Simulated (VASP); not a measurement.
# Cu (Fm-3m) in VASP: single point with PBE

Aim: the single point of Cu with PBE.

All numbers are computed with VASP 6.6.1; they aren't measurements. Logs are shortened: lines on timing, memory, paths and dates and some standing lists are left out, and cuts for length are marked.

**1. The cell of the first run**

It takes space group Fm-3m (No. 225, cubic). The conventional cell has a = 3.630 Å, b = 3.630 Å, c = 3.630 Å, α = 90.00°, β = 90.00°, γ = 90.00°. Within 3.4 Å of Cu (site symmetry m-3m) lie 12 Cu at 2.57 Å.

**2. Single point, PBE**

Input file INCAR:

```
SYSTEM = Cu
PREC = Accurate ; ENCUT = 600
EDIFF = 1E-6 ; ISMEAR = 1
SIGMA = 0.1 ; LREAL = .FALSE.
LASPH = .TRUE. ; NELM = 120
ALGO = Normal ; ISIF = 2
LWAVE = .FALSE. ; LCHARG = .FALSE.
GGA = PE ; NBANDS = 102
GGA_COMPAT = .FALSE.
```

Input file KPOINTS:

```
Automatic mesh
0
G
  7 7 7
  0 0 0
```

Input file POSCAR:

```
Cu
1.0
   -3.6303500677      3.6303500677      3.6303500677
    3.6303500677     -3.6303500677      3.6303500677
    3.6303500677      3.6303500677     -3.6303500677
Cu
16
Direct
    0.0000000000      0.0000000000      0.0000000000
    0.0000000000      0.2500000000      0.7500000000
    0.0000000000      0.5000000000      0.5000000000
    0.0000000000      0.7500000000      0.2500000000
    0.2500000000      0.0000000000      0.7500000000
    0.2500000000      0.2500000000      0.5000000000
    0.2500000000      0.5000000000      0.2500000000
    0.2500000000      0.7500000000      0.0000000000
    0.5000000000      0.0000000000      0.5000000000
    0.5000000000      0.2500000000      0.2500000000
    0.5000000000      0.5000000000      0.0000000000
    0.5000000000      0.7500000000      0.7500000000
    0.7500000000      0.0000000000      0.2500000000
    0.7500000000      0.2500000000      0.0000000000
    0.7500000000      0.5000000000      0.7500000000
    0.7500000000      0.7500000000      0.5000000000
```

Potentials or basis: VASP PAW PBE potentials, release 64 (Cu).

Launch:

```
> cat potpaw_PBE.64/Cu/POTCAR > POTCAR
> mpirun -np 1 vasp_std > vasp.out
```

OUTCAR:

```text
SYSTEM = Cu
   PREC = Accurate
   ENCUT = 600
   EDIFF = 1E-6
   ISMEAR = 1
   LREAL = .FALSE.
   LASPH = .TRUE.
   NELM = 120
   ISIF = 2
   GGA = PE

 ion  position               nearest neighbor table
   1  0.000  0.000  0.000-   7 2.57  10 2.57  15 2.57  12 2.57   2 2.57   8 2.57   4 2.57  13 2.57
                            14 2.57  16 2.57   5 2.57   6 2.57
   2  0.000  0.250  0.750-   8 2.57  11 2.57  16 2.57   9 2.57   7 2.57   1 2.57   3 2.57  14 2.57
                            15 2.57  13 2.57   5 2.57   6 2.57
   3  0.000  0.500  0.500-   5 2.57  12 2.57  13 2.57  10 2.57   7 2.57   8 2.57   4 2.57  15 2.57
                            16 2.57  14 2.57   2 2.57   6 2.57
   4  0.000  0.750  0.250-   6 2.57   9 2.57  14 2.57  11 2.57   7 2.57   8 2.57   3 2.57  13 2.57
                            16 2.57  15 2.57   5 2.57   1 2.57
   5  0.250  0.000  0.750-  11 2.57  14 2.57   3 2.57  16 2.57   9 2.57  10 2.57   1 2.57  12 2.57
                             2 2.57   4 2.57   6 2.57   8 2.57
   6  0.250  0.250  0.500-  12 2.57  15 2.57   4 2.57  13 2.57   9 2.57  10 2.57  11 2.57   2 2.57
                             3 2.57   1 2.57   5 2.57   7 2.57
   7  0.250  0.500  0.250-   9 2.57  16 2.57   1 2.57  14 2.57   3 2.57  10 2.57  11 2.57  12 2.57
                             4 2.57   2 2.57   6 2.57   8 2.57
   8  0.250  0.750  0.000-  10 2.57  13 2.57   2 2.57  15 2.57   9 2.57   1 2.57  11 2.57  12 2.57
                             4 2.57   3 2.57   5 2.57   7 2.57
   9  0.500  0.000  0.500-   2 2.57  15 2.57   7 2.57   4 2.57  12 2.57  13 2.57  14 2.57   5 2.57
                            16 2.57   8 2.57   6 2.57  10 2.57
  10  0.500  0.250  0.250-   3 2.57  16 2.57   8 2.57   1 2.57  11 2.57  13 2.57  14 2.57  15 2.57
                             6 2.57   5 2.57   7 2.57   9 2.57
  11  0.500  0.500  0.000-   4 2.57  13 2.57   5 2.57   2 2.57  12 2.57   7 2.57  14 2.57  15 2.57
                            16 2.57   6 2.57   8 2.57  10 2.57
  12  0.500  0.750  0.750-   1 2.57  14 2.57   6 2.57   3 2.57  11 2.57  13 2.57   5 2.57  15 2.57
                            16 2.57   7 2.57   8 2.57   9 2.57
  13  0.750  0.000  0.250-   3 2.57   6 2.57  11 2.57   8 2.57   2 2.57   9 2.57  10 2.57  14 2.57
                            16 2.57  12 2.57   1 2.57   4 2.57
  14  0.750  0.250  0.000-   4 2.57   7 2.57  12 2.57   5 2.57   2 2.57  10 2.57  11 2.57  13 2.57
                            15 2.57   9 2.57   3 2.57   1 2.57
  15  0.750  0.500  0.750-   1 2.57   8 2.57   9 2.57   6 2.57   2 2.57  11 2.57  12 2.57  14 2.57
                            16 2.57  10 2.57   3 2.57   4 2.57
  16  0.750  0.750  0.500-   2 2.57   5 2.57  10 2.57   7 2.57   1 2.57   9 2.57  12 2.57  13 2.57
                            15 2.57  11 2.57   3 2.57   4 2.57

  LATTYP: Found a body centered cubic cell.
 ALAT       =     7.2607001354

  Lattice vectors:

 A1 = (  -3.6303500677,   3.6303500677,   3.6303500677)
 A2 = (   3.6303500677,  -3.6303500677,   3.6303500677)
 A3 = (   3.6303500677,   3.6303500677,  -3.6303500677)

Analysis of symmetry for initial positions (statically):
=====================================================================
 Subroutine PRICEL returns following result:

  LATTYP: Found a face centered cubic cell.
 ALAT       =     3.6303500677

  Lattice vectors:

 A1 = (   1.8151750338,  -1.8151750338,   0.0000000000)
 A2 = (  -0.0000000000,  -1.8151750338,  -1.8151750338)
 A3 = (   1.8151750338,   0.0000000000,  -1.8151750338)

  16 primitive cells build up your supercell.

 Routine SETGRP: Setting up the symmetry group for a
 body centered cubic supercell.

 Subroutine GETGRP returns: Found 48 space group operations
 (whereof 48 operations were pure point group operations)
 out of a pool of 48 trial point group operations.

The static configuration has the point symmetry O_h .

Analysis of symmetry for dynamics (positions and initial velocities):
=====================================================================
 Subroutine PRICEL returns following result:

  LATTYP: Found a face centered cubic cell.
 ALAT       =     3.6303500677

  Lattice vectors:

 A1 = (   1.8151750338,  -1.8151750338,   0.0000000000)
 A2 = (  -0.0000000000,  -1.8151750338,  -1.8151750338)
 A3 = (   1.8151750338,   0.0000000000,  -1.8151750338)

  16 primitive cells build up your supercell.

 Routine SETGRP: Setting up the symmetry group for a
 body centered cubic supercell.

 Subroutine GETGRP returns: Found 48 space group operations
 (whereof 48 operations were pure point group operations)
 out of a pool of 48 trial point group operations.

[... 30 lines left out ...]

Automatic generation of k-mesh.
 Grid dimensions read from file:
 generate k-points for:    7    7    7

 Generating k-lattice:

  Cartesian coordinates                     Fractional coordinates (reciprocal lattice)
     0.000000000  0.019675395  0.019675395     0.142857143  0.000000000  0.000000000
     0.019675395  0.000000000  0.019675395     0.000000000  0.142857143  0.000000000
     0.019675395  0.019675395  0.000000000     0.000000000  0.000000000  0.142857143

  Length of vectors
     0.027825210  0.027825210  0.027825210

  Shift w.r.t. Gamma in fractional coordinates (k-lattice)
     0.000000000  0.000000000  0.000000000

 Subroutine IBZKPT returns following result:
 ===========================================

 Found     20 irreducible k-points:

 Following reciprocal coordinates:
            Coordinates               Weight
  0.000000  0.000000  0.000000      1.000000
  0.142857  0.000000  0.000000     12.000000
  0.285714  0.000000  0.000000     12.000000
  0.428571  0.000000  0.000000     12.000000
  0.142857  0.142857  0.000000     24.000000
  0.285714  0.142857  0.000000     48.000000
[... 12 lines left out ...]
 -0.428571 -0.428571  0.285714      8.000000
 -0.428571  0.428571  0.428571      6.000000
   k-points           NKPTS =     20   k-points in BZ     NKDIM =     20   number of bands    NBANDS=    102
   number of dos      NEDOS =    301   number of ions     NIONS =     16
   total plane-waves  NPLWV = 125000
   dimension x,y,z NGX =    50 NGY =   50 NGZ =   50
   dimension x,y,z NGXF=   100 NGYF=  100 NGZF=  100
   ions per type =              16
   NGX,Y,Z   is equivalent  to a cutoff of  13.22, 13.22, 13.22 a.u.
   NGXF,Y,Z  is equivalent  to a cutoff of  26.44, 26.44, 26.44 a.u.
 SYSTEM =  Cu
   PREC   = accura    normal or accurate (medium, high low for compatibility)
   ISTART =      0    job   : 0-new  1-cont  2-samecut
   ICHARG =      2    charge: 1-file 2-atom 10-const
   ISPIN  =      1    spin polarized calculation?
   LNONCOLLINEAR =      F non collinear calculations
   LSORBIT =      F    spin-orbit coupling
   LASPH  =      T    aspherical Exc in radial PAW
   ENCUT  =  600.0 eV  44.10 Ry    6.64 a.u.  12.56 12.56 12.56*2*pi/ulx,y,z
   NELM   =    120;   NELMIN=  2; NELMDL= -5     # of ELM steps
   EDIFF  = 0.1E-05   stopping-criterion for ELM
   LREAL  =      F    real-space projection
   EDIFFG = 0.1E-04   stopping-criterion for IOM
   NSW    =      0    number of steps for IOM
   IBRION =     -1    ionic relax: 0-MD 1-quasi-New 2-CG
   NFREE  =      0    steps in history (QN), initial steepest desc. (CG)
   ISIF   =      2    stress and relaxation
   ISYM   =      2    0-nonsym 1-usesym 2-fastsym
   POTIM  = 0.5000    time-step for ionic-motion
   TEBEG  =    0.0;   TEEND  =   0.0 temperature during run
   PSTRESS=    0.0 pullay stress
   NELECT =     176.0000    total number of electrons
   NUPDOWN=      -1.0000    fix difference up-down
   EMIN   =  10.00;   EMAX   =-10.00  energy-range for DOS
   EFERMI =   0.00;   METHOD = LEGACY
   ISMEAR =     1;   SIGMA  =   0.10  broadening in eV -4-tet -1-fermi 0-gaus
   EFERMI_NEDOS =   21; number of points for ismear=-14 and -15
   IALGO  =     38    algorithm
   IMIX   =      4    mixing-type and parameters
     AMIX     =   0.40;   BMIX     =  1.00
     AMIX_MAG =   1.60;   BMIX_MAG =  1.00
  volume/ion in A,a.u.               =      11.96        80.72
  Fermi-wavevector in a.u.,A,eV,Ry     =   1.592003  3.008449 34.483607  2.534474
  Thomas-Fermi vector in A             =   2.690456
   LORBIT       =      0    0 simple, 1 ext, 2 COOP (PROOUT), +10 PAW based schemes
   GGA     = PE    functional components
   LHFCALC =     F    Hartree Fock is set to
   AEXX    =    0.0000 exact exchange contribution
   IVDW    =     0    specifies the selected vdW correction
   LEPSILON=     F    determine dielectric tensor
   LRPA    =     F    only Hartree local field effects (RPA)
 non-spin polarized calculation
 Methfessel and Paxton  Order N= 1 SIGMA  =   0.10
  energy-cutoff  :      600.00
  volume of cell :      191.38
 maximum number of plane-waves:      6459
 NGX is ok and might be reduce to    50
   NGX = 25   NGY = 25   NGZ = 25

 number of electron     176.0000159 magnetization

 Free energy of the ion-electron system (eV)
  ---------------------------------------------------
  ext. energy  EPLUGINS =         0.00000000
  ---------------------------------------------------
  free energy    TOTEN  =       -59.65453979 eV

  energy without entropy =      -59.65663449  energy(sigma->0) =      -59.65523802

 E-fermi :   7.4460     XC(G=0): -12.6528

 val. band max:        7.4204084204   @ k =   0.2857   0.1429   0.0000
 cond. band min:       7.4972065638   @ k =   0.4286   0.0000   0.0000
 fundamental gap:      0.0767981434
 Fermi energy:         7.4460242767

 k-point     1 :       0.0000    0.0000    0.0000
  band No.  band energies     occupation
      1      -1.8262      2.00000
      2       2.6207      2.00000
      3       2.6207      2.00000
      4       2.6207      2.00000
      5       2.7928      2.00000
      6       2.7928      2.00000
[... 2049 lines left out ...]
     99      12.8269      0.00000
    100      12.8269      0.00000
 [bands above 100 left out]

------------------------ aborting loop because EDIFF is reached ----------------------------------------

  FORCE on cell =-STRESS in cart. coord.  units (eV):
  Direction    XX          YY          ZZ          XY          YZ          ZX
  --------------------------------------------------------------------------------------
  -------------------------------------------------------------------------------------
  Total        0.4733193      0.4733193      0.4733193     -0.0000000     -0.0000000      0.0000000
  in kB        3.9624086      3.9624086      3.9624086     -0.0000000     -0.0000000      0.0000000
  external PRESSURE =       3.9624086 kB  Pullay stress =       0.0000000 kB

 VOLUME and BASIS-vectors are now :
 -----------------------------------------------------------------------------
  energy-cutoff  :      600.00
  volume of cell :      191.38
      direct lattice vectors                 reciprocal lattice vectors
    -3.630350068  3.630350068  3.630350068     0.000000000  0.137727765  0.137727765
     3.630350068 -3.630350068  3.630350068     0.137727765  0.000000000  0.137727765
     3.630350068  3.630350068 -3.630350068     0.137727765  0.137727765  0.000000000

 POSITION                                       TOTAL-FORCE (eV/Angst)
 -----------------------------------------------------------------------------------
      0.00000      0.00000      0.00000        -0.000000      0.000000      0.000000
      3.63035      1.81518     -1.81518         0.000000     -0.000000      0.000000
      3.63035      0.00000      0.00000         0.000000      0.000000     -0.000000
      3.63035     -1.81518      1.81518         0.000000      0.000000      0.000000
      1.81518      3.63035     -1.81518         0.000000      0.000000      0.000000
      1.81518      1.81518      0.00000        -0.000000     -0.000000     -0.000000
[... 8 lines left out ...]
      1.81518      3.63035      1.81518        -0.000000     -0.000000     -0.000000
      1.81518      1.81518      3.63035        -0.000000     -0.000000     -0.000000
 -----------------------------------------------------------------------------------
    total drift:                               -0.000000      0.000000      0.000000

  FREE ENERGIE OF THE ION-ELECTRON SYSTEM (eV)
  ---------------------------------------------------
  free  energy   TOTEN  =       -59.6545397887 eV

  energy  without entropy=      -59.6566344946  energy(sigma->0) =      -59.65523802
```

It took 21 min on 1 thread of AMD EPYC 7R13, shared host; peak memory 0.48 GiB.

What came out:

```yaml
Free_energy: -59.6545 eV
Pressure: 0.4 GPa
Band_gap_on_the_k_mesh: zero (bands 88 and 89 overlap by 1.59 eV)
```
